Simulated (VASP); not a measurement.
# Pt (P6_3/mmc) in VASP: a series of runs

Pt is run at these levels: LDA; tasks: single point, relaxation of cell and atoms.

Program: VASP 6.6.1. These are calculated values, not measurements. Logs are shortened: lines on timing, memory, paths and dates and some standing lists are left out, and cuts for length are marked.

### Step 1. The cell of the first run

Symmetry: P6_3/mmc, No. 194, hexagonal system. The conventional cell has a = 2.699 Å, b = 2.699 Å, c = 4.633 Å, α = 90.00°, β = 90.00°, γ = 120.00°. Pt (site symmetry -6m2) has 12 Pt at 2.70 to 2.79 Å within 3.6 Å.

This isn't the form of Pt at room conditions, which is fcc.

### Step 2. Single point, LDA

INCAR

```
PREC = Accurate ; ENCUT = 520
EDIFF = 1E-6 ; ISMEAR = -1
SIGMA = 0.05 ; LREAL = False
LASPH = True ; NELM = 80
ALGO = Normal ; ISIF = 2
LWAVE = False ; LCHARG = True
GGA = CA ; LELF = True
LVHAR = True ; NBANDS = 17
```

KPOINTS

```
regular mesh
0
Gamma
  14 14 7
```

POSCAR

```
Pt
1.0
    2.6988173657      0.0000000000      0.0000000000
   -1.3494086829      2.3372443989      0.0000000000
    0.0000000000      0.0000000000      4.6331469223
Pt
2
Direct
    0.6666666667      0.3333333333      0.7500000000
    0.3333333333      0.6666666667      0.2500000000
```

Potentials or basis: VASP PAW LDA potentials, release 64 (Pt).

The run is started by

```sh
> cat potpaw_LDA.64/Pt/POTCAR > POTCAR
> mpirun -np 1 vasp_std > vasp.out
```

OUTCAR:

```text
PREC = Accurate
   ENCUT = 520
   EDIFF = 1E-6
   ISMEAR = -1
   LREAL = False
   LASPH = True
   NELM = 80
   ISIF = 2
   GGA = CA

 ion  position               nearest neighbor table
   1  0.667  0.333  0.750-   2 2.79   2 2.79   2 2.79   2 2.79   2 2.79   2 2.79
   2  0.333  0.667  0.250-   1 2.79   1 2.79   1 2.79   1 2.79   1 2.79   1 2.79

  LATTYP: Found a hexagonal cell.
 ALAT       =     2.6988173657
 C/A-ratio  =     1.7167322921

  Lattice vectors:

 A1 = (   2.6988173657,   0.0000000000,   0.0000000000)
 A2 = (  -1.3494086829,   2.3372443989,   0.0000000000)
 A3 = (   0.0000000000,   0.0000000000,   4.6331469223)

Analysis of symmetry for initial positions (statically):
=====================================================================
 Subroutine PRICEL returns:
 Original cell was already a primitive cell.

 Routine SETGRP: Setting up the symmetry group for a
 hexagonal supercell.

 Subroutine GETGRP returns: Found 24 space group operations
 (whereof 12 operations were pure point group operations)
 out of a pool of 24 trial point group operations.

The static configuration has the point symmetry D_3d.
 The point group associated with its full space group is D_6h.

Analysis of symmetry for dynamics (positions and initial velocities):
=====================================================================
 Subroutine PRICEL returns:
 Original cell was already a primitive cell.

 Routine SETGRP: Setting up the symmetry group for a
 hexagonal supercell.

 Subroutine GETGRP returns: Found 24 space group operations
 (whereof 12 operations were pure point group operations)
 out of a pool of 24 trial point group operations.

The dynamic configuration has the point symmetry D_3d.
 The point group associated with its full space group is D_6h.

 Subroutine INISYM returns: Found 24 space group operations
 (whereof 12 operations are pure point group operations),
 and found     1 'primitive' translations

----------------------------------------------------------------------------------------

                                     Primitive cell

  volume of cell :      29.2249

  direct lattice vectors                    reciprocal lattice vectors
     2.698817366  0.000000000  0.000000000     0.370532668  0.213927136  0.000000000
    -1.349408683  2.337244399  0.000000000     0.000000000  0.427854272  0.000000000
     0.000000000  0.000000000  4.633146922     0.000000000  0.000000000  0.215836022

  length of vectors
     2.698817366  2.698817366  4.633146922     0.427854272  0.427854272  0.215836022

  position of ions in fractional coordinates (direct lattice)
     0.666666667  0.333333333  0.750000000
     0.333333333  0.666666667  0.250000000

  ion indices of the primitive-cell ions
   primitive index   ion index
                 1           1
                 2           2

----------------------------------------------------------------------------------------

 KPOINTS: regular mesh

Automatic generation of k-mesh.
 Grid dimensions read from file:
 generate k-points for:   14   14    7

 Generating k-lattice:

  Cartesian coordinates                     Fractional coordinates (reciprocal lattice)
     0.026466619  0.015280510  0.000000000     0.071428571  0.000000000  0.000000000
     0.000000000  0.030561019  0.000000000     0.000000000  0.071428571  0.000000000
     0.000000000  0.000000000  0.030833717     0.000000000  0.000000000  0.142857143

  Length of vectors
     0.030561019  0.030561019  0.030833717

  Shift w.r.t. Gamma in fractional coordinates (k-lattice)
     0.000000000  0.000000000  0.000000000

 Subroutine IBZKPT returns following result:
 ===========================================

 Found     96 irreducible k-points:

 Following reciprocal coordinates:
            Coordinates               Weight
  0.000000  0.000000  0.000000      1.000000
  0.071429  0.000000  0.000000      6.000000
  0.142857  0.000000  0.000000      6.000000
  0.214286  0.000000  0.000000      6.000000
  0.285714  0.000000  0.000000      6.000000
  0.357143  0.000000  0.000000      6.000000
[... 16 lines left out ...]
  0.285714  0.285714  0.000000      6.000000
  0.357143  0.285714  0.000000      6.000000
 [... further k-points ...]
   k-points           NKPTS =     96   k-points in BZ     NKDIM =     96   number of bands    NBANDS=     17
   number of dos      NEDOS =    301   number of ions     NIONS =      2
   total plane-waves  NPLWV =  14400
   dimension x,y,z NGX =    20 NGY =   20 NGZ =   36
   dimension x,y,z NGXF=    40 NGYF=   40 NGZF=   72
   ions per type =               2
   NGX,Y,Z   is equivalent  to a cutoff of  12.32, 12.32, 12.92 a.u.
   NGXF,Y,Z  is equivalent  to a cutoff of  24.64, 24.64, 25.83 a.u.
 SYSTEM =  unknown system
   PREC   = accura    normal or accurate (medium, high low for compatibility)
   ISTART =      0    job   : 0-new  1-cont  2-samecut
   ICHARG =      2    charge: 1-file 2-atom 10-const
   ISPIN  =      1    spin polarized calculation?
   LNONCOLLINEAR =      F non collinear calculations
   LSORBIT =      F    spin-orbit coupling
   LASPH  =      T    aspherical Exc in radial PAW
   ENCUT  =  520.0 eV  38.22 Ry    6.18 a.u.   5.02  5.02  8.61*2*pi/ulx,y,z
   NELM   =     80;   NELMIN=  2; NELMDL= -5     # of ELM steps
   EDIFF  = 0.1E-05   stopping-criterion for ELM
   LREAL  =      F    real-space projection
   EDIFFG = 0.1E-04   stopping-criterion for IOM
   NSW    =      0    number of steps for IOM
   IBRION =     -1    ionic relax: 0-MD 1-quasi-New 2-CG
   NFREE  =      0    steps in history (QN), initial steepest desc. (CG)
   ISIF   =      2    stress and relaxation
   ISYM   =      2    0-nonsym 1-usesym 2-fastsym
   POTIM  = 0.5000    time-step for ionic-motion
   TEBEG  =    0.0;   TEEND  =   0.0 temperature during run
   PSTRESS=    0.0 pullay stress
   NELECT =      20.0000    total number of electrons
   NUPDOWN=      -1.0000    fix difference up-down
   EMIN   =  10.00;   EMAX   =-10.00  energy-range for DOS
   EFERMI =   0.00;   METHOD = LEGACY
   ISMEAR =    -1;   SIGMA  =   0.05  broadening in eV -4-tet -1-fermi 0-gaus
   EFERMI_NEDOS =   21; number of points for ismear=-14 and -15
   IALGO  =     38    algorithm
   IMIX   =      4    mixing-type and parameters
     AMIX     =   0.40;   BMIX     =  1.00
     AMIX_MAG =   1.60;   BMIX_MAG =  1.00
  volume/ion in A,a.u.               =      14.61        98.61
  Fermi-wavevector in a.u.,A,eV,Ry     =   1.442670  2.726251 28.317752  2.081296
  Thomas-Fermi vector in A             =   2.561164
   LORBIT       =      0    0 simple, 1 ext, 2 COOP (PROOUT), +10 PAW based schemes
   GGA     = CA    functional components
   LHFCALC =     F    Hartree Fock is set to
   AEXX    =    0.0000 exact exchange contribution
   IVDW    =     0    specifies the selected vdW correction
   LEPSILON=     F    determine dielectric tensor
   LRPA    =     F    only Hartree local field effects (RPA)
 non-spin polarized calculation
  energy-cutoff  :      520.00
  volume of cell :       29.22
 maximum number of plane-waves:       811
 NGX is ok and might be reduce to    20
   NGX =  9   NGY =  9   NGZ = 17

 number of electron      20.0000000 magnetization

 Free energy of the ion-electron system (eV)
  ---------------------------------------------------
  ext. energy  EPLUGINS =         0.00000000
  ---------------------------------------------------
  free energy    TOTEN  =       -14.89174269 eV

  energy without entropy =      -14.86323310  energy(sigma->0) =      -14.87748790

 E-fermi :  11.7304     XC(G=0): -13.8680

 val. band max:       11.7189526076   @ k =   0.4286   0.0714   0.2857
 cond. band min:      11.7316957131   @ k =   0.3571   0.0000   0.1429
 fundamental gap:      0.0127431055
 Fermi energy:        11.7304004995

 k-point     1 :       0.0000    0.0000    0.0000
  band No.  band energies     occupation
      1       1.1581      2.00000
      2       3.8940      2.00000
      3       7.3233      2.00000
      4       7.8491      2.00000
      5       7.8491      2.00000
      6       8.2885      2.00000
[... 9 lines left out ...]
     16      29.0156      0.00000
     17      33.4008      0.00000

 k-point     2 :       0.0714    0.0000    0.0000
  band No.  band energies     occupation
      1       1.3559      2.00000
      2       4.0760      2.00000
      3       7.2815      2.00000
      4       7.8592      2.00000
      5       8.0061      2.00000
      6       8.1879      2.00000
[... 9 lines left out ...]
     16      29.3190      0.00000
     17      32.3329      0.00000

 k-point     3 :       0.1429    0.0000    0.0000
  band No.  band energies     occupation
      1       1.9225      2.00000
      2       4.5608      2.00000
      3       7.0749      2.00000
      4       7.8186      2.00000
      5       8.1894      2.00000
      6       8.3001      2.00000
[... 9 lines left out ...]
     16      29.5916      0.00000
     17      30.8081      0.00000

 k-point     4 :       0.2143    0.0000    0.0000
  band No.  band energies     occupation
      1       2.7636      2.00000
      2       5.0739      2.00000
      3       6.9450      2.00000
      4       7.2651      2.00000
      5       7.5261      2.00000
      6       8.7355      2.00000
[... 9 lines left out ...]
     16      28.9616      0.00000
     17      30.2690      0.00000

 k-point     5 :       0.2857    0.0000    0.0000
  band No.  band energies     occupation
      1       3.6703      2.00000
      2       5.1330      2.00000
      3       6.4208      2.00000
      4       7.2092      2.00000
      5       7.5471      2.00000
      6       8.5656      2.00000
[... 9 lines left out ...]
     16      27.2896      0.00000
     17      30.1280      0.00000

 k-point     6 :       0.3571    0.0000    0.0000
  band No.  band energies     occupation
      1       4.3076      2.00000
      2       4.8886      2.00000
      3       5.8002      2.00000
      4       7.5139      2.00000
      5       8.1844      2.00000
      6       8.2389      2.00000
[... 9 lines left out ...]
     16      26.2921      0.00000
     17      26.8445      0.00000

 k-point     7 :       0.4286    0.0000    0.0000
  band No.  band energies     occupation
      1       4.5225      2.00000
      2       4.6928      2.00000
      3       5.4211      2.00000
      4       8.0255      2.00000
      5       8.0656      2.00000
      6       8.1592      2.00000
[... 9 lines left out ...]
     16      24.3059      0.00000
     17      25.5891      0.00000

 k-point     8 :       0.5000    0.0000    0.0000
  band No.  band energies     occupation
      1       4.5164      2.00000
      2       4.6587      2.00000
      3       5.2936      2.00000
      4       7.9516      2.00000
      5       8.1015      2.00000
      6       8.4224      2.00000
[... 9 lines left out ...]
     16      23.8483      0.00000
     17      25.3057      0.00000
[... 203 lines left out ...]
      1       5.0955      2.00000
      2       5.2247      2.00000
      3       5.4053      2.00000
      4       7.8283      2.00000
      5       7.9003      2.00000
      6       8.0705      2.00000
[... 9 lines left out ...]
     16      23.9126      0.00000
     17      26.0017      0.00000

 k-point    20 :       0.2143    0.2143    0.0000
  band No.  band energies     occupation
      1       5.0817      2.00000
      2       5.9411      2.00000
      3       6.1687      2.00000
      4       6.2018      2.00000
      5       7.5860      2.00000
      6       7.9013      2.00000
[... 9 lines left out ...]
     16      27.3473      0.00000
     17      28.4256      0.00000

 k-point    21 :       0.2857    0.2143    0.0000
  band No.  band energies     occupation
      1       5.5989      2.00000
      2       5.6645      2.00000
      3       5.9056      2.00000
      4       6.8282      2.00000
      5       7.4910      2.00000
      6       8.2452      2.00000
[... 9 lines left out ...]
     16      26.4176      0.00000
     17      27.0053      0.00000

 k-point    22 :       0.3571    0.2143    0.0000
  band No.  band energies     occupation
      1       5.5191      2.00000
      2       5.7022      2.00000
      3       5.7756      2.00000
      4       7.4233      2.00000
      5       7.5751      2.00000
      6       7.8989      2.00000
[... 9 lines left out ...]
     16      24.4958      0.00000
     17      26.5781      0.00000

 k-point    23 :       0.2857    0.2857    0.0000
  band No.  band energies     occupation
      1       5.5833      2.00000
      2       5.9868      2.00000
      3       6.3541      2.00000
      4       6.8146      2.00000
      5       7.4522      2.00000
      6       7.9109      2.00000
[... 9 lines left out ...]
     16      25.4972      0.00000
     17      26.8108      0.00000

 k-point    24 :       0.3571    0.2857    0.0000
  band No.  band energies     occupation
      1       5.5593      2.00000
      2       6.2134      2.00000
      3       6.2571      2.00000
      4       7.0222      2.00000
      5       7.5404      2.00000
      6       7.6852      2.00000
[... 9 lines left out ...]
     16      24.3149      0.00000
     17      25.8708      0.00000

 [... further k-points ...]

------------------------ aborting loop because EDIFF is reached ----------------------------------------

  FORCE on cell =-STRESS in cart. coord.  units (eV):
  Direction    XX          YY          ZZ          XY          YZ          ZX
  --------------------------------------------------------------------------------------
  -------------------------------------------------------------------------------------
  Total        1.0843913      1.0843913      1.0022934     -0.0000000     -0.0000000      0.0000000
  in kB       59.4487764     59.4487764     54.9479836     -0.0000000     -0.0000000      0.0000000
  external PRESSURE =      57.9485121 kB  Pullay stress =       0.0000000 kB

 VOLUME and BASIS-vectors are now :
 -----------------------------------------------------------------------------
  energy-cutoff  :      520.00
  volume of cell :       29.22
      direct lattice vectors                 reciprocal lattice vectors
     2.698817366  0.000000000  0.000000000     0.370532668  0.213927136  0.000000000
    -1.349408683  2.337244399  0.000000000     0.000000000  0.427854272  0.000000000
     0.000000000  0.000000000  4.633146922     0.000000000  0.000000000  0.215836022

 POSITION                                       TOTAL-FORCE (eV/Angst)
 -----------------------------------------------------------------------------------
      1.34941      0.77908      3.47486        -0.000000     -0.000000      0.000000
     -0.00000      1.55816      1.15829         0.000000      0.000000      0.000000
 -----------------------------------------------------------------------------------
    total drift:                               -0.000000      0.000000     -0.000000

  FREE ENERGIE OF THE ION-ELECTRON SYSTEM (eV)
  ---------------------------------------------------
  free  energy   TOTEN  =       -14.8917426912 eV

  energy  without entropy=      -14.8632331011  energy(sigma->0) =      -14.87748790
```

Wall time 25 s (1 thread of Intel Xeon Platinum 8488C (Sapphire Rapids), shared host); peak memory 0.16 GiB.

Results:

- Free energy: -14.8917 eV
- Pressure: 5.8 GPa
- Band gap on the k mesh: zero (bands 10 and 11 overlap by 1.37 eV)

Caveat: the cell stands under pressure; spin-orbit coupling is left out, which moves the levels of the heavy elements.

### Step 3. Relaxation of cell and atoms, LDA, target pressure 5 GPa, at which the enthalpy is minimised

This run uses another cell than the first one, of 15.81 Å³/atom.

INCAR

```
SYSTEM = Pt
PREC = Accurate ; ENCUT = 600
EDIFF = 1E-6 ; ISMEAR = -1
SIGMA = 0.05 ; LREAL = .False.
LASPH = .True. ; NELM = 60
ALGO = Normal ; ISIF = 3
LWAVE = .False. ; LCHARG = .False.
IBRION = 2 ; NSW = 50
EDIFFG = -0.02 ; PSTRESS = 50.0
```

KPOINTS

```
regular mesh
0
Gamma
  14 14 7
  0 0 0
```

POSCAR

```
Pt
1.0
    2.7606656200      0.0000000000      0.0000000000
   -1.3803328100      2.3908065500      0.0000000000
    0.0000000000      0.0000000000      4.7921340000
Pt
2
Direct
    0.6666666689      0.3333333305      0.7500000000
    0.3333333311      0.6666666695      0.2500000000
```

Potentials or basis: VASP PAW LDA potentials, release 64 (Pt).

The run is started by

```sh
> cat potpaw_LDA.64/Pt/POTCAR > POTCAR
> mpirun -np 1 vasp_std > vasp.out
```

It took 93 s on 1 thread of Intel Xeon Platinum 8488C (Sapphire Rapids), shared host; peak memory 0.18 GiB.

It converged, with:

- Free energy: -14.8947 eV
- Relaxed volume: 14.65 Å³/atom
- Relaxed cell: a = 2.702 Å, b = 2.702 Å, c = 4.633 Å, α = 90.00°, β = 90.00°, γ = 120.00°
- Space group after relaxing (to 0.1 Å): P6_3/mmc (No. 194)
- Energy change on relaxing (the run minimises the enthalpy): -43.3 meV/atom
- Ionic steps: 7
- Pressure after relaxing: 5.1 GPa
- Band gap on the k mesh: zero (bands 10 and 11 overlap by 1.36 eV)

Step by step:
| step | energy change (eV) | largest force (eV/Å) | pressure (GPa) | volume (Å³) |
| --- | --- | --- | --- | --- |
| 1 | 0.0000 | 0.0000 | -15.28 | 31.63 |
| 2 | 2.1223 | 0.0000 | 140.78 | 23.32 |
| 3 | -0.0902 | 0.0000 | 2.86 | 29.53 |
| 4 | -0.0873 | 0.0000 | 4.27 | 29.40 |
| 5 | -0.0853 | 0.0000 | 5.02 | 29.33 |
| 6 | -0.0866 | 0.0000 | 5.12 | 29.30 |
| 7 | -0.0867 | 0.0000 | 5.11 | 29.30 |

Final structure:
```
Pt
1.0
     2.70218    0.00000    0.00000
    -1.35109    2.34015    0.00000
     0.00000    0.00000    4.63316
Pt
2
Direct
  0.66667 0.33333 0.75000
  0.33333 0.66667 0.25000
```

Levels at points of the mesh, in eV from the Fermi level:
```
           k point  band 7  band 8  band 9  band 10  band 11  band 12  band 13  band 14
(0.00, 0.00, 0.00)   -3.43   -2.13   -2.13    -0.97    -0.24    -0.24     5.34    14.90
(0.50, 0.00, 0.00)   -3.03    0.08    0.30     0.55     2.40     3.98     7.66     9.28
```

Caveat: the cell is relaxed towards a set pressure, so the run minimises the enthalpy, not the energy; spin-orbit coupling is left out, which moves the levels of the heavy elements.
